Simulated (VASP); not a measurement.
# Ru (P6_3/mmc) in VASP: notebook

Aim: see how the results for Ru move with the level of theory and the settings. Levels: r2SCAN+rVV10, r2SCAN, B3LYP5. Tasks: single point.

All numbers are computed with VASP 6.6.1; they aren't measurements. Logs are shortened: lines on timing, memory, paths and dates and some standing lists are left out, and cuts for length are marked.

## (1) The cell of the first run

It takes space group P6_3/mmc (No. 194, hexagonal). The conventional cell has a = 2.695 Å, b = 2.695 Å, c = 4.258 Å, α = 90.00°, β = 90.00°, γ = 120.00°. Ru (site symmetry -6m2) has 12 Ru at 2.64 to 2.69 Å within 3.5 Å.

## (2) Single point, r2SCAN+rVV10

POSCAR

```
Ru
1.0
    2.6947838697      0.0000000000      0.0000000000
   -1.3473919349      2.3337512889      0.0000000000
    0.0000000000      0.0000000000      4.2582128405
Ru
2
Direct
    0.6666666667      0.3333333333      0.7500000000
    0.3333333333      0.6666666667      0.2500000000
```

INCAR.step1

```
SYSTEM = Ru
  PREC = Accurate
  ENCUT = 620
  ISMEAR = -1
  SIGMA = 0.05
  LREAL = .False.
  LASPH = .True.
  NELM = 120
  NBANDS = 23
  GGA = PE
  ALGO = Normal
  EDIFF = 1E-5
  LWAVE = .True.
  LCHARG = .False.
  GGA_COMPAT = .False.
```

INCAR.step2

```
SYSTEM = Ru
  PREC = Accurate
  ENCUT = 620
  EDIFF = 1E-6
  ISMEAR = -1
  SIGMA = 0.05
  LREAL = .False.
  LASPH = .True.
  NELM = 120
  ALGO = Normal
  ISIF = 2
  LWAVE = .False.
  LCHARG = .False.
  METAGGA = R2SCAN
  LMIXTAU = .True.
  LUSE_VDW = .True.
  IVDW_NL = 2
  BPARAM = 11.95
  CPARAM = 0.0093
  NBANDS = 23
  ISTART = 1
  GGA_COMPAT = .False.
```

KPOINTS

```
regular mesh
0
Gamma
  11 11 6
  0 0 0
```

Potentials or basis: VASP PAW PBE potentials, release 64 (Ru_sv).

Command:

```
$ cat potpaw_PBE.64/Ru_sv/POTCAR > POTCAR
$ cp INCAR.step1 INCAR
$ mpirun -np 1 vasp_std > vasp.out
$ cp INCAR.step2 INCAR
$ mpirun -np 1 vasp_std > vasp.out
```

OUTCAR:

```text
SYSTEM = Ru
   PREC = Accurate
   ENCUT = 620
   EDIFF = 1E-6
   ISMEAR = -1
   LREAL = .False.
   LASPH = .True.
   NELM = 120
   ISIF = 2
   METAGGA = R2SCAN
   IVDW_NL = 2
   BPARAM = 11.95
   ISTART = 1

 ion  position               nearest neighbor table
   1  0.667  0.333  0.750-   2 2.64   2 2.64   2 2.64   2 2.64   2 2.64   2 2.64
   2  0.333  0.667  0.250-   1 2.64   1 2.64   1 2.64   1 2.64   1 2.64   1 2.64

  LATTYP: Found a hexagonal cell.
 ALAT       =     2.6947838697
 C/A-ratio  =     1.5801685947

  Lattice vectors:

 A1 = (   2.6947838697,   0.0000000000,   0.0000000000)
 A2 = (  -1.3473919349,   2.3337512889,   0.0000000000)
 A3 = (   0.0000000000,   0.0000000000,   4.2582128405)

Analysis of symmetry for initial positions (statically):
=====================================================================
 Subroutine PRICEL returns:
 Original cell was already a primitive cell.

 Routine SETGRP: Setting up the symmetry group for a
 hexagonal supercell.

 Subroutine GETGRP returns: Found 24 space group operations
 (whereof 12 operations were pure point group operations)
 out of a pool of 24 trial point group operations.

The static configuration has the point symmetry D_3d.
 The point group associated with its full space group is D_6h.

Analysis of symmetry for dynamics (positions and initial velocities):
=====================================================================
 Subroutine PRICEL returns:
 Original cell was already a primitive cell.

 Routine SETGRP: Setting up the symmetry group for a
 hexagonal supercell.

 Subroutine GETGRP returns: Found 24 space group operations
 (whereof 12 operations were pure point group operations)
 out of a pool of 24 trial point group operations.

The dynamic configuration has the point symmetry D_3d.
 The point group associated with its full space group is D_6h.

 Subroutine INISYM returns: Found 24 space group operations
 (whereof 12 operations are pure point group operations),
 and found     1 'primitive' translations

----------------------------------------------------------------------------------------

                                     Primitive cell

  volume of cell :      26.7797

  direct lattice vectors                    reciprocal lattice vectors
     2.694783870  0.000000000  0.000000000     0.371087274  0.214247337  0.000000000
    -1.347391935  2.333751289  0.000000000     0.000000000  0.428494675  0.000000000
     0.000000000  0.000000000  4.258212840     0.000000000  0.000000000  0.234840304

  length of vectors
     2.694783870  2.694783870  4.258212840     0.428494675  0.428494675  0.234840304

  position of ions in fractional coordinates (direct lattice)
     0.666666667  0.333333333  0.750000000
     0.333333333  0.666666667  0.250000000

  ion indices of the primitive-cell ions
   primitive index   ion index
                 1           1
                 2           2

----------------------------------------------------------------------------------------

 KPOINTS: regular mesh

Automatic generation of k-mesh.
 Grid dimensions read from file:
 generate k-points for:   11   11    6

 Generating k-lattice:

  Cartesian coordinates                     Fractional coordinates (reciprocal lattice)
     0.033735207  0.019477031  0.000000000     0.090909091  0.000000000  0.000000000
     0.000000000  0.038954061  0.000000000     0.000000000  0.090909091  0.000000000
     0.000000000  0.000000000  0.039140051     0.000000000  0.000000000  0.166666667

  Length of vectors
     0.038954061  0.038954061  0.039140051

  Shift w.r.t. Gamma in fractional coordinates (k-lattice)
     0.000000000  0.000000000  0.000000000

 Subroutine IBZKPT returns following result:
 ===========================================

 Found     64 irreducible k-points:

 Following reciprocal coordinates:
            Coordinates               Weight
  0.000000  0.000000  0.000000      1.000000
  0.090909  0.000000  0.000000      6.000000
  0.181818  0.000000  0.000000      6.000000
  0.272727 -0.000000  0.000000      6.000000
  0.363636 -0.000000  0.000000      6.000000
  0.454545  0.000000  0.000000      6.000000
[... 16 lines left out ...]
  0.090909  0.090909  0.166667     12.000000
  0.181818  0.090909  0.166667     24.000000
 [... further k-points ...]
   k-points           NKPTS =     64   k-points in BZ     NKDIM =     64   number of bands    NBANDS=     23
   number of dos      NEDOS =    301   number of ions     NIONS =      2
   total plane-waves  NPLWV =  20736
   dimension x,y,z NGX =    24 NGY =   24 NGZ =   36
   dimension x,y,z NGXF=    48 NGYF=   48 NGZF=   72
   ions per type =               2
   NGX,Y,Z   is equivalent  to a cutoff of  14.81, 14.81, 14.05 a.u.
   NGXF,Y,Z  is equivalent  to a cutoff of  29.61, 29.61, 28.11 a.u.
 SYSTEM =  Ru
   PREC   = accura    normal or accurate (medium, high low for compatibility)
   ISTART =      1    job   : 0-new  1-cont  2-samecut
   ICHARG =      0    charge: 1-file 2-atom 10-const
   ISPIN  =      1    spin polarized calculation?
   LNONCOLLINEAR =      F non collinear calculations
   LSORBIT =      F    spin-orbit coupling
   LASPH  =      T    aspherical Exc in radial PAW
   ENCUT  =  620.0 eV  45.57 Ry    6.75 a.u.   5.47  5.47  8.65*2*pi/ulx,y,z
   NELM   =    120;   NELMIN=  2; NELMDL=  0     # of ELM steps
   EDIFF  = 0.1E-05   stopping-criterion for ELM
   LREAL  =      F    real-space projection
[... 7 lines left out ...]
   TEBEG  =    0.0;   TEEND  =   0.0 temperature during run
   PSTRESS=    0.0 pullay stress
   NELECT =      32.0000    total number of electrons
   NUPDOWN=      -1.0000    fix difference up-down
   EMIN   =  10.00;   EMAX   =-10.00  energy-range for DOS
   EFERMI =   0.00;   METHOD = LEGACY
   ISMEAR =    -1;   SIGMA  =   0.05  broadening in eV -4-tet -1-fermi 0-gaus
   EFERMI_NEDOS =   21; number of points for ismear=-14 and -15
   IALGO  =     38    algorithm
   IMIX   =      4    mixing-type and parameters
     AMIX     =   0.40;   BMIX     =  1.00
     AMIX_MAG =   1.60;   BMIX_MAG =  1.00
  volume/ion in A,a.u.               =      13.39        90.36
  Fermi-wavevector in a.u.,A,eV,Ry     =   1.737226  3.282880 41.061736  3.017952
  Thomas-Fermi vector in A             =   2.810490
   LORBIT       =      0    0 simple, 1 ext, 2 COOP (PROOUT), +10 PAW based schemes
   METAGGA = R2SCAN    functional components
   LHFCALC =     F    Hartree Fock is set to
   AEXX    =    0.0000 exact exchange contribution
   IVDW_NL    =     2    kernel type
   BPARAM     =11.9500
   IVDW    =     0    specifies the selected vdW correction
   LEPSILON=     F    determine dielectric tensor
   LRPA    =     F    only Hartree local field effects (RPA)
 non-spin polarized calculation
  energy-cutoff  :      620.00
  volume of cell :       26.78
 maximum number of plane-waves:       971
 NGX is ok and might be reduce to    24
   NGX = 11   NGY = 11   NGZ = 17

 number of electron      31.9999999 magnetization

 Free energy of the ion-electron system (eV)
  ---------------------------------------------------
  ext. energy  EPLUGINS =         0.00000000
  ---------------------------------------------------
  free energy    TOTEN  =       -50.37102902 eV

  energy without entropy =      -50.35528597  energy(sigma->0) =      -50.36315749

 E-fermi :  15.2487     XC(G=0): -15.6653

 val. band max:       15.2256812878   @ k =   0.2727  -0.0000   0.0000
 cond. band min:      15.2643805249   @ k =   0.3636   0.0909   0.3333
 fundamental gap:      0.0386992372
 Fermi energy:        15.2486584038

 k-point     1 :       0.0000    0.0000    0.0000
  band No.  band energies     occupation
      1     -60.0434      2.00000
      2     -59.8033      2.00000
      3     -29.8155      2.00000
      4     -28.7647      2.00000
      5     -28.7647      2.00000
      6     -28.5728      2.00000
[... 15 lines left out ...]
     22      30.8466      0.00000
     23      33.5152      0.00000

 k-point     2 :       0.0909    0.0000    0.0000
  band No.  band energies     occupation
      1     -60.0294      2.00000
      2     -59.7980      2.00000
      3     -29.7839      2.00000
      4     -28.8314      2.00000
      5     -28.7871      2.00000
      6     -28.6421      2.00000
[... 15 lines left out ...]
     22      31.3824      0.00000
     23      33.8728      0.00000

 k-point     3 :       0.1818    0.0000    0.0000
  band No.  band energies     occupation
      1     -59.9912      2.00000
      2     -59.7844      2.00000
      3     -29.6940      2.00000
      4     -29.0105      2.00000
      5     -28.8451      2.00000
      6     -28.8235      2.00000
[... 15 lines left out ...]
     22      31.9015      0.00000
     23      34.1120      0.00000

 k-point     4 :       0.2727   -0.0000    0.0000
  band No.  band energies     occupation
      1     -59.9380      2.00000
      2     -59.7694      2.00000
      3     -29.5608      2.00000
      4     -29.2452      2.00000
      5     -29.0522      2.00000
      6     -28.9176      2.00000
[... 15 lines left out ...]
     22      29.5166      0.00000
     23      32.4607      0.00000

 k-point     5 :       0.3636   -0.0000    0.0000
  band No.  band energies     occupation
      1     -59.8838      2.00000
      2     -59.7607      2.00000
      3     -29.4602      2.00000
      4     -29.4104      2.00000
      5     -29.2544      2.00000
      6     -28.9817      2.00000
[... 434 lines left out ...]
 k-point    22 :       0.4545    0.0000    0.1667
  band No.  band energies     occupation
      1     -59.8402      2.00000
      2     -59.7666      2.00000
      3     -29.6524      2.00000
      4     -29.4452      2.00000
      5     -29.1767      2.00000
      6     -28.9981      2.00000
[... 15 lines left out ...]
     22      27.8222      0.00000
     23      29.9775      0.00000

 k-point    23 :       0.0909    0.0909    0.1667
  band No.  band energies     occupation
      1     -59.9892      2.00000
      2     -59.8031      2.00000
      3     -29.6593      2.00000
      4     -28.9170      2.00000
      5     -28.8666      2.00000
      6     -28.7798      2.00000
[... 15 lines left out ...]
     22      31.6774      0.00000
     23      34.0733      0.00000

 k-point    24 :       0.1818    0.0909    0.1667
  band No.  band energies     occupation
      1     -59.9454      2.00000
      2     -59.7867      2.00000
      3     -29.5808      2.00000
      4     -29.0963      2.00000
      5     -29.0415      2.00000
      6     -28.8675      2.00000
[... 15 lines left out ...]
     22      31.1875      0.00000
     23      32.7076      0.00000

 [... further k-points ...]
[... 5 lines left out ...]
  --------------------------------------------------------------------------------------
  -------------------------------------------------------------------------------------
  Total        0.0804079      0.0804079      0.0833959     -0.0000000      0.0000000     -0.0000000
  in kB        4.8106442      4.8106442      4.9894103     -0.0000000      0.0000000     -0.0000000
  external PRESSURE =       4.8702329 kB  Pullay stress =       0.0000000 kB

 VOLUME and BASIS-vectors are now :
 -----------------------------------------------------------------------------
  energy-cutoff  :      620.00
  volume of cell :       26.78
      direct lattice vectors                 reciprocal lattice vectors
     2.694783870  0.000000000  0.000000000     0.371087274  0.214247337  0.000000000
    -1.347391935  2.333751289  0.000000000     0.000000000  0.428494675  0.000000000
     0.000000000  0.000000000  4.258212840     0.000000000  0.000000000  0.234840304

 POSITION                                       TOTAL-FORCE (eV/Angst)
 -----------------------------------------------------------------------------------
      1.34739      0.77792      3.19366        -0.000000      0.000000      0.000000
     -0.00000      1.55583      1.06455         0.000000      0.000000      0.000000
 -----------------------------------------------------------------------------------
    total drift:                               -0.000000      0.000000     -0.000000

  FREE ENERGIE OF THE ION-ELECTRON SYSTEM (eV)
  ---------------------------------------------------
  free  energy   TOTEN  =       -50.3710290154 eV

  energy  without entropy=      -50.3552859745  energy(sigma->0) =      -50.36315749
```

It took 2.1 min on 1 thread of Intel Xeon Platinum 8488C (Sapphire Rapids), shared host; peak memory 0.27 GiB.

What came out:

```yaml
Free_energy: -50.3710 eV
Pressure: 0.5 GPa
Band_gap_on_the_k_mesh: zero (bands 16 and 17 overlap by 3.28 eV)
```

Levels at points of the mesh, in eV from the Fermi level:
```tsv
k point	band 13	band 14	band 15	band 16	band 17	band 18	band 19	band 20
(0.00, 0.00, 0.00)	-2.48	-1.96	-1.96	-1.43	-1.43	1.33	1.33	1.43
(0.00, 0.00, 0.50)	-2.87	-2.87	-2.80	-2.80	0.65	0.65	0.65	0.65
```

Caveat: the PAW data sets were made with another functional, which shifts forces and pressure a little.

## (3) Single point, r2SCAN

This run uses another cell than the first one, of 13.57 Å³/atom.

POSCAR

```
Ru
1.0
    2.7058000000      0.0000000000      0.0000000000
   -1.3529000000      2.3432915376      0.0000000000
    0.0000000000      0.0000000000      4.2819000000
Ru
2
Direct
    0.6666666667      0.3333333333      0.7500000000
    0.3333333333      0.6666666667      0.2500000000
```

INCAR.step1

```
SYSTEM = Ru
ALGO = Normal
EDIFF = 1E-5
ENCUT = 620
GGA = PE
GGA_COMPAT = .FALSE.
ISMEAR = -5
LASPH = .TRUE.
LCHARG = .FALSE.
LREAL = .FALSE.
LWAVE = .TRUE.
NBANDS = 23
NELM = 120
PREC = Accurate
SIGMA = 0.1
```

INCAR.step2

```
SYSTEM = Ru
ALGO = Normal
EDIFF = 1E-6
ENCUT = 620
GGA_COMPAT = .FALSE.
ISIF = 2
ISMEAR = -5
ISTART = 1
LASPH = .TRUE.
LCHARG = .FALSE.
LMIXTAU = .TRUE.
LREAL = .FALSE.
LWAVE = .FALSE.
METAGGA = R2SCAN
NBANDS = 23
NELM = 120
PREC = Accurate
SIGMA = 0.1
```

KPOINTS

```
k-points
0
G
  11 11 6
  0 0 0
```

Potentials or basis: VASP PAW PBE potentials, release 64 (Ru_sv).

Command:

```
$ cat potpaw_PBE.64/Ru_sv/POTCAR > POTCAR
$ cp INCAR.step1 INCAR
$ mpirun -np 1 vasp_std > vasp.out
$ cp INCAR.step2 INCAR
$ mpirun -np 1 vasp_std > vasp.out
```

Wall time 72 s (1 thread of Intel Xeon Platinum 8488C (Sapphire Rapids), shared host); peak memory 0.18 GiB.

It converged, with:

```
Free energy            : -50.9380 eV
Pressure               : -2.0 GPa
Band gap on the k mesh : zero (bands 16 and 17 overlap by 3.20 eV)
```

Stress tensor (GPa, compression positive):
```
-1.26  0.00  0.00
 0.00 -1.26  0.00
 0.00  0.00 -3.41
```

Levels at points of the mesh, in eV from the Fermi level:
| k point | band 12 | band 13 | band 14 | band 15 | band 16 | band 17 | band 18 | band 19 | band 20 | band 21 |
| --- | --- | --- | --- | --- | --- | --- | --- | --- | --- | --- |
| (0.00, 0.00, 0.00) | -2.70 | -2.51 | -2.00 | -2.00 | -1.46 | -1.46 | 1.23 | 1.23 | 1.35 | 10.79 |
| (0.00, 0.00, 0.50) | -2.88 | -2.88 | -2.88 | -2.82 | -2.82 | 0.56 | 0.56 | 0.56 | 0.56 | 15.07 |

Caveat: the PAW data sets were made with another functional, which shifts forces and pressure a little; tetrahedron occupations give inexact forces and stress in metals.

## (4) Single point, B3LYP5

This run uses another cell than the first one, of 13.85 Å³/atom.

POSCAR

```
Ru
1.0
    2.7237197275      0.0000000000      0.0000000000
   -1.3618598638      2.3588104769      0.0000000000
    0.0000000000      0.0000000000      4.3102577801
Ru
2
Direct
    0.6666666667      0.3333333333      0.7500000000
    0.3333333333      0.6666666667      0.2500000000
```

INCAR.step1

```
SYSTEM = Ru
  PREC = Accurate
  ENCUT = 520
  EDIFF = 1E-5
  ISMEAR = -1
  SIGMA = 0.05
  LREAL = .False.
  LASPH = .True.
  NELM = 100
  ALGO = Normal
  ISIF = 2
  LWAVE = .True.
  LCHARG = .False.
  GGA = PE
  NBANDS = 21
```

INCAR.step2

```
SYSTEM = Ru
  PREC = Accurate
  ENCUT = 520
  EDIFF = 1E-7
  ISMEAR = -1
  SIGMA = 0.05
  LREAL = .False.
  LASPH = .True.
  NELM = 100
  ALGO = Normal
  ISIF = 2
  LWAVE = .False.
  LCHARG = .False.
  GGA = B5
  LHFCALC = .True.
  AEXX = 0.2
  AGGAX = 0.72
  AGGAC = 0.81
  ALDAC = 0.19
  PRECFOCK = Normal
  ISTART = 1
  NBANDS = 21
```

KPOINTS

```
regular mesh
0
Gamma
  6 6 3
  0 0 0
```

Potentials or basis: VASP PAW PBE potentials, release 64 (Ru_pv).

Command:

```
$ cat potpaw_PBE.64/Ru_pv/POTCAR > POTCAR
$ cp INCAR.step1 INCAR
$ mpirun -np 1 vasp_std > vasp.out
$ cp INCAR.step2 INCAR
$ mpirun -np 1 vasp_std > vasp.out
```

Run time: 19 min. Hardware: 1 thread of AMD EPYC 9R45 (Zen 5), shared host; peak memory 0.12 GiB.

Results (log left out):

```
Free energy            : -20.2220 eV
Pressure               : 0.7 GPa
Band gap on the k mesh : zero (bands 14 and 15 overlap by 4.12 eV)
```

Stress tensor (GPa, compression positive):
```
 3.50  0.00  0.00
 0.00  3.50  0.00
 0.00  0.00 -4.95
```

Levels at points of the mesh, in eV from the Fermi level:
```
           k point  band 10  band 11  band 12  band 13  band 14  band 15  band 16  band 17  band 18  band 19
(0.00, 0.00, 0.00)    -3.25    -3.00    -2.55    -2.55    -2.02    -2.02     1.61     1.61     1.92    11.44
(0.50, 0.00, 0.00)    -3.78    -2.62    -2.02    -1.97     1.93     2.37     2.38     4.89     7.09    12.25
```

Caveat: the k points lie up to 0.49 Å⁻¹ apart, too coarse for converged energies and pressures of a metal; the PAW data sets were made with another functional, which shifts forces and pressure a little.

(Continued in part 2 of 2.)

The gap in the log of VASP goes by the Fermi energy; the results here count the filled bands.